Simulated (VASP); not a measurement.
**Sn: single point with r2SCAN**

The system is Sn.

```
Sn
1.0
     0.00000    3.14823    3.24560
     3.34297    0.00000    3.24560
     3.34297    3.14823    0.00000
Sn
2
Direct
  0.50000 0.50000 0.50000
  0.75000 0.75000 0.75000
```

This cell differs from its parent crystal: strain +0.0300 x Voigt [1, -1, 0, 0, 0, 0].

| Property | Result |
| --- | --- |
| Program | VASP 6.6.1 |
| Task | single point |
| Functional | r2SCAN |
| Potentials or basis | VASP PAW PBE potentials, release 64 (Sn_d) |
| Cutoff | 520 eV |
| k mesh | 12 × 12 × 12 |
| Occupations | gaussian, width 0.1 eV |
| Spin | no spin polarisation |

The pressure is 1.6 GPa.

Stress tensor (GPa, compression positive):
```
0.48 0.00 0.00
0.00 2.63 0.00
0.00 0.00 1.72
```

Levels at points of the mesh, in eV from the Fermi level:
```
           k point  band 10  band 11  band 12  band 13  band 14  band 15  band 16  band 17  band 18  band 19
(0.00, 0.00, 0.00)   -22.04   -11.19    -0.44    -0.27    -0.04     0.15     2.04     2.18     2.31     5.36
(0.50, 0.00, 0.00)   -22.00    -9.47    -6.65    -1.52    -1.13     0.05     3.21     3.45     5.92     8.67
(0.50, 0.50, 0.00)   -21.99    -7.91    -7.91    -2.72    -2.72     0.87     0.87     7.93     7.93     9.53
(0.50, 0.00, 0.50)   -22.00    -7.80    -7.80    -2.90    -2.90     0.66     0.66     8.08     8.08     9.77
(0.00, 0.50, 0.50)   -21.98    -8.03    -8.03    -2.56    -2.56     1.07     1.07     8.02     8.02     9.62
```

It took 13 min on 1 thread of Intel(R) Xeon(R) Platinum 8488C (Sapphire Rapids) (shared host), peak memory 0.44 GiB.

Caveat: the cell differs from its parent crystal (strain +0.0300 x Voigt [1, -1, 0, 0, 0, 0]); the PAW data sets were made with another functional, which shifts forces and pressure a little; spin-orbit coupling is left out, which moves the levels of the heavy elements.
